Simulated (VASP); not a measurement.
# LiBe4 (P-3m1) in VASP: single point with PBE

Aim: the single point of LiBe4 with PBE.

Everything below comes from runs of VASP 6.6.1. Logs are shortened: lines on timing, memory, paths and dates and some standing lists are left out, and cuts for length are marked.

### 1 The cell of the first run

The structure is trigonal, space group P-3m1 (No. 164). The conventional cell has a = 6.244 Å, b = 6.244 Å, c = 3.716 Å, α = 90.00°, β = 90.00°, γ = 120.00°. Within 3.8 Å of Li (site symmetry 3m) lie 15 Be at 2.79 to 3.61 Å and 5 Li at 3.61 to 3.72 Å. Within 2.8 Å of Be (site symmetry 2) lie 6 Be at 2.08 to 2.79 Å and 4 Li at 2.79 Å. Within 2.5 Å of Be (site symmetry -3m) lie 2 Be at 1.86 Å. Within 2.5 Å of Be (site symmetry -3m) lie 8 Be at 1.86 to 2.08 Å.

The cell was built from a structure type or drawn by symmetry, and may not be a known phase.

### 2 Single point, PBE

INCAR reads:

```
SYSTEM = LiBe4
PREC = Accurate
ENCUT = 520
EDIFF = 1E-6
ISMEAR = 0
SIGMA = 0.2
LREAL = .FALSE.
LASPH = .TRUE.
NELM = 100
ALGO = Normal
ISIF = 2
LWAVE = .FALSE.
LCHARG = .TRUE.
GGA = PE
LELF = .TRUE.
LVHAR = .TRUE.
NBANDS = 22
```

KPOINTS reads:

```
Automatic mesh
0
G
  4 4 4
  0 0 0
```

POSCAR reads:

```
LiBe4
1.0
    6.2444370749      0.0000000039      0.0000000000
   -3.1222185408      5.4078411372      0.0000000000
    0.0000000000      0.0000000000      3.7156468255
Li Be
2 8
Direct
    0.3333333333      0.6666666667      0.0006882901
    0.6666666667      0.3333333333      0.9993117099
    0.3331940932      0.0000000000      0.5000000000
    0.0000000000      0.3331940932      0.5000000000
    0.6668059068      0.6668059068      0.5000000000
    0.6668059068      0.0000000000      0.5000000000
    0.0000000000      0.6668059068      0.5000000000
    0.3331940932      0.3331940932      0.5000000000
    0.0000000000      0.0000000000      0.0000000000
    0.0000000000      0.0000000000      0.5000000000
```

Potentials or basis: VASP PAW PBE potentials, release 64 (Li_sv, Be).

Command:

```bash
$ cat potpaw_PBE.64/Li_sv/POTCAR potpaw_PBE.64/Be/POTCAR > POTCAR
$ mpirun -np 1 vasp_std > vasp.out
```

OUTCAR:

```text
SYSTEM = LiBe4
   PREC = Accurate
   ENCUT = 520
   EDIFF = 1E-6
   ISMEAR = 0
   LREAL = .FALSE.
   LASPH = .TRUE.
   NELM = 100
   ISIF = 2
   GGA = PE

 ion  position               nearest neighbor table
   1  0.333  0.667  0.001-
   2  0.667  0.333  0.999-
   3  0.333  0.000  0.500-   8 2.08   7 2.08  10 2.08   6 2.08
   4  0.000  0.333  0.500-  10 2.08   6 2.08   8 2.08   7 2.08
   5  0.667  0.667  0.500-   6 2.08  10 2.08   7 2.08   8 2.08
   6  0.667  0.000  0.500-   5 2.08   4 2.08  10 2.08   3 2.08
   7  0.000  0.667  0.500-  10 2.08   3 2.08   5 2.08   4 2.08
   8  0.333  0.333  0.500-   3 2.08  10 2.08   4 2.08   5 2.08
   9  0.000  0.000  0.000-  10 1.86  10 1.86
  10  0.000  0.000  0.500-   9 1.86   9 1.86   4 2.08   7 2.08   5 2.08   8 2.08   3 2.08   6 2.08

  LATTYP: Found a hexagonal cell.
 ALAT       =     6.2444370749
 C/A-ratio  =     0.5950331120

  Lattice vectors:

 A1 = (   6.2444370749,   0.0000000039,   0.0000000000)
 A2 = (  -3.1222185408,   5.4078411372,   0.0000000000)
 A3 = (   0.0000000000,   0.0000000000,   3.7156468255)

Analysis of symmetry for initial positions (statically):
=====================================================================
 Subroutine PRICEL returns:
 Original cell was already a primitive cell.

 Routine SETGRP: Setting up the symmetry group for a
 hexagonal supercell.

 Subroutine GETGRP returns: Found 12 space group operations
 (whereof 12 operations were pure point group operations)
 out of a pool of 24 trial point group operations.

The static configuration has the point symmetry D_3d.

Analysis of symmetry for dynamics (positions and initial velocities):
=====================================================================
 Subroutine PRICEL returns:
 Original cell was already a primitive cell.

 Routine SETGRP: Setting up the symmetry group for a
 hexagonal supercell.

 Subroutine GETGRP returns: Found 12 space group operations
 (whereof 12 operations were pure point group operations)
 out of a pool of 24 trial point group operations.

The dynamic configuration has the point symmetry D_3d.

 Subroutine INISYM returns: Found 12 space group operations
 (whereof 12 operations are pure point group operations),
 and found     1 'primitive' translations

----------------------------------------------------------------------------------------

                                     Primitive cell

  volume of cell :     125.4734

  direct lattice vectors                    reciprocal lattice vectors
     6.244437075  0.000000004  0.000000000     0.160142538  0.092458337  0.000000000
    -3.122218541  5.407841137  0.000000000    -0.000000000  0.184916675  0.000000000
     0.000000000  0.000000000  3.715646825     0.000000000  0.000000000  0.269132145

  length of vectors
     6.244437075  6.244437075  3.715646825     0.184916675  0.184916675  0.269132145

  position of ions in fractional coordinates (direct lattice)
     0.333333333  0.666666667  0.000688290
     0.666666667  0.333333333  0.999311710
     0.333194093  1.000000000  0.500000000
     0.000000000  0.333194093  0.500000000
     0.666805907  0.666805907  0.500000000
     0.666805907  1.000000000  0.500000000
     0.000000000  0.666805907  0.500000000
     0.333194093  0.333194093  0.500000000
     0.000000000  0.000000000  0.000000000
     0.000000000  0.000000000  0.500000000

  ion indices of the primitive-cell ions
   primitive index   ion index
                 1           1
                 2           2
                 3           3
                 4           4
                 5           5
                 6           6
                 7           7
                 8           8
                 9           9
                10          10

----------------------------------------------------------------------------------------

 KPOINTS: Automatic mesh

Automatic generation of k-mesh.
 Grid dimensions read from file:
 generate k-points for:    4    4    4

 Generating k-lattice:

  Cartesian coordinates                     Fractional coordinates (reciprocal lattice)
     0.040035634  0.023114584  0.000000000     0.250000000  0.000000000  0.000000000
    -0.000000000  0.046229169  0.000000000    -0.000000000  0.250000000  0.000000000
     0.000000000  0.000000000  0.067283036     0.000000000  0.000000000  0.250000000

  Length of vectors
     0.046229169  0.046229169  0.067283036

  Shift w.r.t. Gamma in fractional coordinates (k-lattice)
     0.000000000  0.000000000  0.000000000

 Subroutine IBZKPT returns following result:
 ===========================================

 Found     13 irreducible k-points:

 Following reciprocal coordinates:
            Coordinates               Weight
  0.000000  0.000000  0.000000      1.000000
  0.250000  0.000000  0.000000      6.000000
  0.500000  0.000000  0.000000      3.000000
  0.250000  0.250000  0.000000      6.000000
  0.000000  0.000000  0.250000      2.000000
  0.250000  0.000000  0.250000      6.000000
 -0.000000  0.250000  0.250000      6.000000
  0.500000  0.000000  0.250000      6.000000
  0.250000  0.250000  0.250000     12.000000
  0.000000  0.000000  0.500000      1.000000
  0.250000  0.000000  0.500000      6.000000
  0.500000  0.000000  0.500000      3.000000
  0.250000  0.250000  0.500000      6.000000
   k-points           NKPTS =     13   k-points in BZ     NKDIM =     13   number of bands    NBANDS=     22
   number of dos      NEDOS =    301   number of ions     NIONS =     10
   total plane-waves  NPLWV =  64512
   dimension x,y,z NGX =    48 NGY =   48 NGZ =   28
   dimension x,y,z NGXF=    96 NGYF=   96 NGZF=   56
   ions per type =               2   8
   NGX,Y,Z   is equivalent  to a cutoff of  12.78, 12.78, 12.53 a.u.
   NGXF,Y,Z  is equivalent  to a cutoff of  25.56, 25.56, 25.06 a.u.
 SYSTEM =  LiBe4
   PREC   = accura    normal or accurate (medium, high low for compatibility)
   ISTART =      0    job   : 0-new  1-cont  2-samecut
   ICHARG =      2    charge: 1-file 2-atom 10-const
   ISPIN  =      1    spin polarized calculation?
   LNONCOLLINEAR =      F non collinear calculations
   LSORBIT =      F    spin-orbit coupling
   LASPH  =      T    aspherical Exc in radial PAW
   ENCUT  =  520.0 eV  38.22 Ry    6.18 a.u.  11.61 11.61  6.91*2*pi/ulx,y,z
   NELM   =    100;   NELMIN=  2; NELMDL= -5     # of ELM steps
   EDIFF  = 0.1E-05   stopping-criterion for ELM
   LREAL  =      F    real-space projection
   EDIFFG = 0.1E-04   stopping-criterion for IOM
   NSW    =      0    number of steps for IOM
   IBRION =     -1    ionic relax: 0-MD 1-quasi-New 2-CG
   NFREE  =      0    steps in history (QN), initial steepest desc. (CG)
   ISIF   =      2    stress and relaxation
   ISYM   =      2    0-nonsym 1-usesym 2-fastsym
   POTIM  = 0.5000    time-step for ionic-motion
   TEBEG  =    0.0;   TEEND  =   0.0 temperature during run
   PSTRESS=    0.0 pullay stress
   NELECT =      22.0000    total number of electrons
   NUPDOWN=      -1.0000    fix difference up-down
   EMIN   =  10.00;   EMAX   =-10.00  energy-range for DOS
   EFERMI =   0.00;   METHOD = LEGACY
   ISMEAR =     0;   SIGMA  =   0.20  broadening in eV -4-tet -1-fermi 0-gaus
   EFERMI_NEDOS =   21; number of points for ismear=-14 and -15
   IALGO  =     38    algorithm
   IMIX   =      4    mixing-type and parameters
     AMIX     =   0.40;   BMIX     =  1.00
     AMIX_MAG =   1.60;   BMIX_MAG =  1.00
  volume/ion in A,a.u.               =      12.55        84.67
  Fermi-wavevector in a.u.,A,eV,Ry     =   0.916288  1.731533 11.423221  0.839583
  Thomas-Fermi vector in A             =   2.041126
   LORBIT       =      0    0 simple, 1 ext, 2 COOP (PROOUT), +10 PAW based schemes
   GGA     = PE    functional components
   LHFCALC =     F    Hartree Fock is set to
   AEXX    =    0.0000 exact exchange contribution
   IVDW    =     0    specifies the selected vdW correction
   LEPSILON=     F    determine dielectric tensor
   LRPA    =     F    only Hartree local field effects (RPA)
 non-spin polarized calculation
 Gauss-broadening in eV      SIGMA  =   0.20
  energy-cutoff  :      520.00
  volume of cell :      125.47
 maximum number of plane-waves:      3412
 NGX is ok and might be reduce to    48
   NGX = 23   NGY = 23   NGZ = 13

 number of electron      21.9999986 magnetization

 Free energy of the ion-electron system (eV)
  ---------------------------------------------------
  ext. energy  EPLUGINS =         0.00000000
  ---------------------------------------------------
  free energy    TOTEN  =       -27.67260121 eV

  energy without entropy =      -27.59792321  energy(sigma->0) =      -27.63526221

 E-fermi :   2.5806     XC(G=0):  -8.7694

 val. band max:        2.5411081500   @ k =   0.2500   0.2500   0.2500
 cond. band min:       2.6291065495   @ k =   0.2500   0.0000   0.2500
 fundamental gap:      0.0879983995
 Fermi energy:         2.5805889531

 k-point     1 :       0.0000    0.0000    0.0000
  band No.  band energies     occupation
      1     -43.1234      2.00000
      2     -43.1220      2.00000
      3      -5.3280      2.00000
      4      -2.0714      2.00000
      5      -2.0714      2.00000
      6      -1.4004      2.00000
[... 14 lines left out ...]
     21       8.4270      0.00000
     22       8.4270      0.00000

 k-point     2 :       0.2500    0.0000    0.0000
  band No.  band energies     occupation
      1     -43.1232      2.00000
      2     -43.1222      2.00000
      3      -5.1738      2.00000
      4      -2.9494      2.00000
      5      -2.2827      2.00000
      6      -1.2118      2.00000
[... 14 lines left out ...]
     21       8.4719      0.00000
     22       8.7218      0.00000
[... 248 lines left out ...]
     21       9.1627      0.00000
     22       9.4443      0.00000

 k-point    13 :       0.2500    0.2500    0.5000
  band No.  band energies     occupation
      1     -43.1223      2.00000
      2     -43.1219      2.00000
      3      -3.7295      2.00000
      4      -2.0816      2.00000
      5      -1.8274      2.00000
      6      -1.6127      2.00000
[... 14 lines left out ...]
     21       9.1968      0.00000
     22       9.2456      0.00000

------------------------ aborting loop because EDIFF is reached ----------------------------------------

  FORCE on cell =-STRESS in cart. coord.  units (eV):
  Direction    XX          YY          ZZ          XY          YZ          ZX
  --------------------------------------------------------------------------------------
  -------------------------------------------------------------------------------------
  Total        0.0698020      0.0698020     -0.0241313      0.0000000     -0.0000000      0.0000000
  in kB        0.8913063      0.8913063     -0.3081334      0.0000000     -0.0000000      0.0000000
  external PRESSURE =       0.4914931 kB  Pullay stress =       0.0000000 kB

 VOLUME and BASIS-vectors are now :
 -----------------------------------------------------------------------------
  energy-cutoff  :      520.00
  volume of cell :      125.47
      direct lattice vectors                 reciprocal lattice vectors
     6.244437075  0.000000004  0.000000000     0.160142538  0.092458337  0.000000000
    -3.122218541  5.407841137  0.000000000    -0.000000000  0.184916675  0.000000000
     0.000000000  0.000000000  3.715646825     0.000000000  0.000000000  0.269132145

 POSITION                                       TOTAL-FORCE (eV/Angst)
 -----------------------------------------------------------------------------------
     -0.00000      3.60523      0.00256        -0.000000      0.000000     -0.003670
      3.12222      1.80261      3.71309        -0.000000      0.000000      0.003670
      2.08061      0.00000      1.85782        -0.007914     -0.000000     -0.000000
     -1.04030      1.80186      1.85782         0.003957     -0.006854      0.000000
      2.08191      3.60598      1.85782         0.003957      0.006854      0.000000
      4.16383      0.00000      1.85782         0.007914      0.000000      0.000000
     -2.08191      3.60598      1.85782        -0.003957      0.006854     -0.000000
      1.04030      1.80186      1.85782        -0.003957     -0.006854     -0.000000
      0.00000      0.00000      0.00000        -0.000000      0.000000      0.000000
      0.00000      0.00000      1.85782        -0.000000      0.000000      0.000000
 -----------------------------------------------------------------------------------
    total drift:                               -0.000000      0.000000      0.000000

  FREE ENERGIE OF THE ION-ELECTRON SYSTEM (eV)
  ---------------------------------------------------
  free  energy   TOTEN  =       -27.6726012142 eV

  energy  without entropy=      -27.5979232144  energy(sigma->0) =      -27.63526221
```

It took 47 s on 1 thread of Oxide Virtual Turin-like, shared host; peak memory 0.2 GiB.

What came out:

| Property | Result |
| --- | --- |
| Free energy | -27.6726 eV |
| Largest force | 0.008 eV/Å |
| Band gap on the k mesh | zero (bands 11 and 12 overlap by 3.04 eV) |

Forces in eV/Å, atoms in the order of the input:
```
Li   0.000  0.000 -0.004
Li   0.000  0.000  0.004
Be  -0.008  0.000  0.000
Be   0.004 -0.007  0.000
Be   0.004  0.007  0.000
Be   0.008  0.000  0.000
Be  -0.004  0.007  0.000
Be  -0.004 -0.007  0.000
Be   0.000  0.000  0.000
Be   0.000  0.000  0.000
```

Caveat: the k points lie up to 0.42 Å⁻¹ apart, too coarse for converged energies and pressures of a metal; the cutoff is under 1.25 times the usual one of these potentials, so pressure, stress and relaxed cells hold a basis-set (Pulay) error.
